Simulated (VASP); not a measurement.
# AlN (P6_3mc) in VASP: further runs

Runs on AlN. Level: revPBE. Tasks: single point.

Everything below comes from runs of VASP 6.6.1. Logs are shortened: lines on timing, memory, paths and dates and some standing lists are left out, and cuts for length are marked.

**1. The cell of the first run**

Symmetry: P6_3mc, No. 186, hexagonal system. The conventional cell has a = 3.134 Å, b = 3.134 Å, c = 4.914 Å, α = 90.00°, β = 90.00°, γ = 120.00°. Within 2.5 Å of Al (site symmetry 3m) lie 4 N at 1.87 to 1.90 Å. N (site symmetry 3m) has 4 Al at 1.87 to 1.90 Å within 2.5 Å.

**2. Single point, revPBE**

Input file INCAR:

```
ALGO = Normal ; EDIFF = 1E-6
ENCUT = 600 ; GGA = RE
GGA_COMPAT = F ; ISIF = 2
ISMEAR = -1 ; LASPH = T
LCHARG = F ; LREAL = F
LWAVE = F ; NBANDS = 16
NELM = 120 ; PREC = Accurate
SIGMA = 0.05
```

Input file KPOINTS:

```
k-points
0
Gamma
  7 7 4
```

Input file POSCAR:

```
AlN
1.0
    3.1340344218      0.0000000000      0.0000000000
   -1.5670172109      2.7141533431      0.0000000000
    0.0000000000      0.0000000000      4.9143632978
Al N
2 2
Direct
    0.3333333333      0.6666666667      0.0000000000
    0.6666666667      0.3333333333      0.5000000000
    0.3333333333      0.6666666667      0.3800000000
    0.6666666667      0.3333333333      0.8800000000
```

Potentials or basis: VASP PAW PBE potentials, release 64 (Al, N).

Started as:

```
$ cat potpaw_PBE.64/Al/POTCAR potpaw_PBE.64/N/POTCAR > POTCAR
$ mpirun -np 1 vasp_std > vasp.out
```

OUTCAR:

```text
EDIFF = 1E-6
   ENCUT = 600
   GGA = RE
   ISIF = 2
   ISMEAR = -1
   LASPH = T
   LREAL = F
   NELM = 120
   PREC = Accurate

 ion  position               nearest neighbor table
   1  0.333  0.667  0.000-   3 1.87   4 1.90   4 1.90   4 1.90   2 3.05   2 3.05   2 3.05   2 3.05
                             2 3.05   2 3.05
   2  0.667  0.333  0.500-   4 1.87   3 1.90   3 1.90   3 1.90   1 3.05   1 3.05   1 3.05   1 3.05
                             1 3.05   1 3.05
   3  0.333  0.667  0.380-   1 1.87   2 1.90   2 1.90   2 1.90
   4  0.667  0.333  0.880-   2 1.87   1 1.90   1 1.90   1 1.90

  LATTYP: Found a hexagonal cell.
 ALAT       =     3.1340344218
 C/A-ratio  =     1.5680629618

  Lattice vectors:

 A1 = (   3.1340344218,   0.0000000000,   0.0000000000)
 A2 = (  -1.5670172109,   2.7141533431,   0.0000000000)
 A3 = (   0.0000000000,   0.0000000000,   4.9143632978)

Analysis of symmetry for initial positions (statically):
=====================================================================
 Subroutine PRICEL returns:
 Original cell was already a primitive cell.

 Routine SETGRP: Setting up the symmetry group for a
 hexagonal supercell.

 Subroutine GETGRP returns: Found 12 space group operations
 (whereof  6 operations were pure point group operations)
 out of a pool of 24 trial point group operations.

The static configuration has the point symmetry C_3v.
 The point group associated with its full space group is C_6v.

Analysis of symmetry for dynamics (positions and initial velocities):
=====================================================================
 Subroutine PRICEL returns:
 Original cell was already a primitive cell.

 Routine SETGRP: Setting up the symmetry group for a
 hexagonal supercell.

 Subroutine GETGRP returns: Found 12 space group operations
 (whereof  6 operations were pure point group operations)
 out of a pool of 24 trial point group operations.

The dynamic configuration has the point symmetry C_3v.
 The point group associated with its full space group is C_6v.

 Subroutine INISYM returns: Found 12 space group operations
 (whereof  6 operations are pure point group operations),
 and found     1 'primitive' translations

----------------------------------------------------------------------------------------

                                     Primitive cell
[... 93 lines left out ...]
   NELM   =    120;   NELMIN=  2; NELMDL= -5     # of ELM steps
   EDIFF  = 0.1E-05   stopping-criterion for ELM
   LREAL  =      F    real-space projection
   EDIFFG = 0.1E-04   stopping-criterion for IOM
   NSW    =      0    number of steps for IOM
   IBRION =     -1    ionic relax: 0-MD 1-quasi-New 2-CG
   NFREE  =      0    steps in history (QN), initial steepest desc. (CG)
   ISIF   =      2    stress and relaxation
   ISYM   =      2    0-nonsym 1-usesym 2-fastsym
   POTIM  = 0.5000    time-step for ionic-motion
   TEBEG  =    0.0;   TEEND  =   0.0 temperature during run
   PSTRESS=    0.0 pullay stress
   NELECT =      16.0000    total number of electrons
   NUPDOWN=      -1.0000    fix difference up-down
   EMIN   =  10.00;   EMAX   =-10.00  energy-range for DOS
   EFERMI =   0.00;   METHOD = LEGACY
   ISMEAR =    -1;   SIGMA  =   0.05  broadening in eV -4-tet -1-fermi 0-gaus
   EFERMI_NEDOS =   21; number of points for ismear=-14 and -15
   IALGO  =     38    algorithm
   IMIX   =      4    mixing-type and parameters
     AMIX     =   0.40;   BMIX     =  1.00
     AMIX_MAG =   1.60;   BMIX_MAG =  1.00
  volume/ion in A,a.u.               =      10.45        70.52
  Fermi-wavevector in a.u.,A,eV,Ry     =   1.188629  2.246183 19.222843  1.412839
  Thomas-Fermi vector in A             =   2.324754
   LORBIT       =      0    0 simple, 1 ext, 2 COOP (PROOUT), +10 PAW based schemes
   GGA     = RE    functional components
   LHFCALC =     F    Hartree Fock is set to
   AEXX    =    0.0000 exact exchange contribution
   IVDW    =     0    specifies the selected vdW correction
   LEPSILON=     F    determine dielectric tensor
   LRPA    =     F    only Hartree local field effects (RPA)
 non-spin polarized calculation
  energy-cutoff  :      600.00
  volume of cell :       41.80
 maximum number of plane-waves:      1412
 NGX is ok and might be reduce to    28
   NGX = 13   NGY = 13   NGZ = 19

 number of electron      16.0000001 magnetization

 Free energy of the ion-electron system (eV)
  ---------------------------------------------------
  ext. energy  EPLUGINS =         0.00000000
  ---------------------------------------------------
  free energy    TOTEN  =       -28.53569268 eV

  energy without entropy =      -28.53569268  energy(sigma->0) =      -28.53569268

 E-fermi :   7.2917     XC(G=0): -10.8121

 val. band max:        6.2700820818   @ k =   0.0000   0.0000   0.0000
 cond. band min:      10.4758378411   @ k =   0.0000   0.0000   0.0000
 fundamental gap:      4.2057557593
 Fermi energy:         7.2917246168

 k-point     1 :       0.0000    0.0000    0.0000
  band No.  band energies     occupation
      1      -8.9855      2.00000
      2      -6.7725      2.00000
      3       0.3152      2.00000
      4       5.2991      2.00000
      5       5.2991      2.00000
      6       6.0063      2.00000
[... 433 lines left out ...]
      3       1.2579      2.00000
      4       1.2579      2.00000
      5       2.7758      2.00000
      6       2.7758      2.00000
[... 8 lines left out ...]
     15      19.8022      0.00000
     16      19.8022      0.00000

------------------------ aborting loop because EDIFF is reached ----------------------------------------

  FORCE on cell =-STRESS in cart. coord.  units (eV):
  Direction    XX          YY          ZZ          XY          YZ          ZX
  --------------------------------------------------------------------------------------
  -------------------------------------------------------------------------------------
  Total        0.6545425      0.6545424      3.2709813      0.0000000      0.0000000      0.0000000
  in kB       25.0866704     25.0866689    125.3670026      0.0000000      0.0000000      0.0000000
  external PRESSURE =      58.5134473 kB  Pullay stress =       0.0000000 kB

 VOLUME and BASIS-vectors are now :
 -----------------------------------------------------------------------------
  energy-cutoff  :      600.00
  volume of cell :       41.80
      direct lattice vectors                 reciprocal lattice vectors
     3.134034422  0.000000000  0.000000000     0.319077542  0.184219510  0.000000000
    -1.567017211  2.714153343  0.000000000     0.000000000  0.368439021  0.000000000
     0.000000000  0.000000000  4.914363298     0.000000000  0.000000000  0.203485160

 POSITION                                       TOTAL-FORCE (eV/Angst)
 -----------------------------------------------------------------------------------
     -0.00000      1.80944      0.00000         0.000000      0.000000     -0.416215
      1.56702      0.90472      2.45718         0.000000      0.000000     -0.416215
     -0.00000      1.80944      1.86746         0.000000      0.000000      0.416215
      1.56702      0.90472      4.32464        -0.000000     -0.000000      0.416215
 -----------------------------------------------------------------------------------
    total drift:                               -0.000000      0.000000      0.001434

  FREE ENERGIE OF THE ION-ELECTRON SYSTEM (eV)
  ---------------------------------------------------
  free  energy   TOTEN  =       -28.5356926812 eV

  energy  without entropy=      -28.5356926812  energy(sigma->0) =      -28.53569268
```

stdout:

```text
POSCAR found type information on POSCAR AlN
 POSCAR found :  2 types and       4 ions
 scaLAPACK will be used
 -----------------------------------------------------------------------------
|                                                                             |
|                                                                             |
|     You enforced a specific xc type in the INCAR file but a different       |
|     I HOPE YOU KNOW WHAT YOU ARE DOING!                                     |
|                                                                             |
 -----------------------------------------------------------------------------

 LDA part: xc-table for (Slater+PW92), standard interpolation
 POSCAR, INCAR and KPOINTS ok, starting setup
 FFT: planning ... GRIDC
 FFT: planning ... GRID_SOFT
 FFT: planning ... GRID
 WAVECAR not read
 entering main loop
```

Wall time 10 s (1 thread of Intel Xeon Platinum 8559C (Emerald Rapids), shared host); peak memory 0.17 GiB.

What came out:

| Quantity | Value |
| --- | --- |
| Free energy | -28.5357 eV |
| Pressure | 5.9 GPa |
| Largest force | 0.416 eV/Å |
| Band gap on the k mesh | 4.21 eV, direct |

Forces on the atoms (eV/Å):
```
Al   0.000  0.000 -0.416
Al   0.000  0.000 -0.416
N    0.000  0.000  0.416
N    0.000  0.000  0.416
```

Levels at points of the mesh, in eV from the valence-band top:
| k point | band 5 | band 6 | band 7 | band 8 | band 9 | band 10 | band 11 | band 12 |
| --- | --- | --- | --- | --- | --- | --- | --- | --- |
| (0.00, 0.00, 0.00) | -0.97 | -0.26 | -0.26 | 0.00 | 4.21 | 6.48 | 10.72 | 10.99 |
| (0.00, 0.00, 0.50) | -0.63 | -0.63 | -0.63 | -0.63 | 6.38 | 6.38 | 10.45 | 10.45 |

Caveat: the PAW data sets were made with another functional, which shifts forces and pressure a little. As with any semilocal functional, this revPBE gap is likely too small.

**3. Single point, revPBE**

Input file INCAR:

```
SYSTEM = AlN
PREC = Accurate ; ENCUT = 600
EDIFF = 1E-6 ; ISMEAR = -1
SIGMA = 0.05 ; LREAL = .FALSE.
LASPH = .TRUE. ; NELM = 120
ALGO = Normal ; ISIF = 2
LWAVE = .FALSE. ; LCHARG = .FALSE.
GGA = RE ; NBANDS = 16
GGA_COMPAT = .FALSE.
```

Input file KPOINTS:

```
Automatic mesh
0
G
  7 7 4
  0 0 0
```

Input file POSCAR:

```
AlN
1.0
    3.1130000000      0.0000000000      0.0000000000
   -1.5565000000      2.6959370000      0.0000000000
    0.0000000000      0.0000000000      4.9810000000
Al N
2 2
Direct
    0.3333333333      0.6666666667      0.0000000000
    0.6666666667      0.3333333333      0.5000000000
    0.3333333333      0.6666666667      0.3800000000
    0.6666666667      0.3333333333      0.8800000000
```

Potentials or basis: VASP PAW PBE potentials, release 64 (Al, N).

Started as:

```
$ cat potpaw_PBE.64/Al/POTCAR potpaw_PBE.64/N/POTCAR > POTCAR
$ mpirun -np 1 vasp_std > vasp.out
```

Wall time 10 s (1 thread of Intel Xeon Platinum 8559C (Emerald Rapids), shared host); peak memory 0.17 GiB.

The run converged. Its results:

- Free energy: -28.5560 eV
- Pressure: 5.8 GPa
- Largest force: 0.135 eV/Å
- Band gap on the k mesh: 4.26 eV, direct

Forces in eV/Å, atoms in the order of the input:
```
Al   0.000  0.000 -0.135
Al   0.000  0.000 -0.135
N    0.000  0.000  0.135
N    0.000  0.000  0.135
```

Stress tensor (GPa, compression positive):
```
5.33 0.00 0.00
0.00 5.33 0.00
0.00 0.00 6.87
```

Levels at points of the mesh, in eV from the valence-band top:
```
           k point  band 5  band 6  band 7  band 8  band 9  band 10  band 11  band 12
(0.00, 0.00, 0.00)   -0.83   -0.18   -0.18    0.00    4.26     6.74    10.68    11.23
(0.00, 0.00, 0.50)   -0.51   -0.51   -0.51   -0.51    6.52     6.52    10.42    10.42
```

Caveat: the PAW data sets were made with another functional, which shifts forces and pressure a little.
